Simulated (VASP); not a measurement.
Write the native input for VASP 6.6.1 that does the following.

```
Task                   : single point
Functional             : PBE
Potentials or basis    : VASP PAW PBE potentials, release 64 (Tl_d)
Cutoff                 : 520 eV
k mesh                 : 18 × 18 × 10
Occupations            : gaussian, width 0.15 eV
Spin                   : no spin polarisation
Dipole correction      : no
Further INCAR settings : ALGO = Fast; EDIFF = 1e-06; NBANDS = 20
```

The structure of Tl lies in POSCAR:

```
Tl
1.0
    3.6287982743      0.0000000000      0.0000000000
   -1.8143991372      3.1426314908      0.0000000000
    0.0000000000      0.0000000000      5.8012500000
Tl
2
Direct
    0.3333333333      0.6666666667      0.2500000000
    0.6666666667      0.3333333333      0.7500000000
```

This cell differs from its parent crystal: strain +0.050 along x and y, +0.050 along z.

The input as run:

INCAR

```
SYSTEM = Tl
PREC = Accurate
ENCUT = 520
EDIFF = 1E-6
ISMEAR = 0
SIGMA = 0.15
LREAL = .False.
LASPH = .True.
NELM = 80
ALGO = Fast
ISIF = 2
LWAVE = .False.
LCHARG = .False.
GGA = PE
NBANDS = 20
```

KPOINTS

```
Automatic mesh
0
Gamma
  18 18 10
  0 0 0
```

Potentials or basis: VASP PAW PBE potentials, release 64 (Tl_d).

Run with:

```console
$ cat potpaw_PBE.64/Tl_d/POTCAR > POTCAR
$ mpirun -np 1 vasp_std > vasp.out
```

Results of the run:

```json
{"Pressure": "-1.3 GPa", "Band gap on the k mesh": "zero (bands 13 and 14 overlap by 4.78 eV)"}
```

Caveat: the cell differs from its parent crystal (strain +0.050 along x and y, +0.050 along z); spin-orbit coupling is left out, which moves the levels of the heavy elements.

Wall time 2.5 min on 1 thread of Intel(R) Xeon(R) Platinum 8488C (Sapphire Rapids), with other jobs on the host, peak memory 0.36 GiB.
